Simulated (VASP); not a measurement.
A run of VASP 6.6.1:

Contents of POSCAR:

```
CoSi2
1.0
    0.0000000000      2.6573711548      2.6573711548
    2.6573711548      0.0000000000      2.6573711548
    2.6573711548      2.6573711548      0.0000000000
Co Si
1 2
Direct
    0.0000000000      0.0000000000      0.0000000000
    0.2500000000      0.2500000000      0.2500000000
    0.7500000000      0.7500000000      0.7500000000
```

The input INCAR.step1:

```
SYSTEM = CoSi2
  PREC = Accurate
  ENCUT = 600
  ISMEAR = 0
  SIGMA = 0.05
  LREAL = .FALSE.
  LASPH = .TRUE.
  NELM = 60
  GGA = PE
  ALGO = Normal
  EDIFF = 1E-4
  LWAVE = .TRUE.
  LCHARG = .FALSE.
```

File INCAR.step2:

```
SYSTEM = CoSi2
  PREC = Accurate
  ENCUT = 600
  EDIFF = 1E-6
  ISMEAR = 0
  SIGMA = 0.05
  LREAL = .FALSE.
  LASPH = .TRUE.
  NELM = 60
  ALGO = Normal
  ISIF = 3
  LWAVE = .FALSE.
  LCHARG = .FALSE.
  METAGGA = R2SCAN
  LMIXTAU = .TRUE.
  IBRION = 2
  NSW = 50
  EDIFFG = -0.01
  ISTART = 1
```

Contents of KPOINTS:

```
regular mesh
0
G
  14 14 14
  0 0 0
```

Potentials or basis: VASP PAW PBE potentials, release 64 (Co, Si).

The run is started by

```console
$ cat potpaw_PBE.64/Co/POTCAR potpaw_PBE.64/Si/POTCAR > POTCAR
$ cp INCAR.step1 INCAR
$ mpirun -np 1 vasp_std > vasp.out
$ cp INCAR.step2 INCAR
$ mpirun -np 1 vasp_std > vasp.out
```

Hardware: 1 thread of Intel Xeon 8259CL (shared host).

Estimate the wall time of this run.

Run time: 8 min on 1 thread of Intel Xeon 8259CL, on a shared host, peak memory 0.22 GiB. Counts: k points 104, ion steps 1.
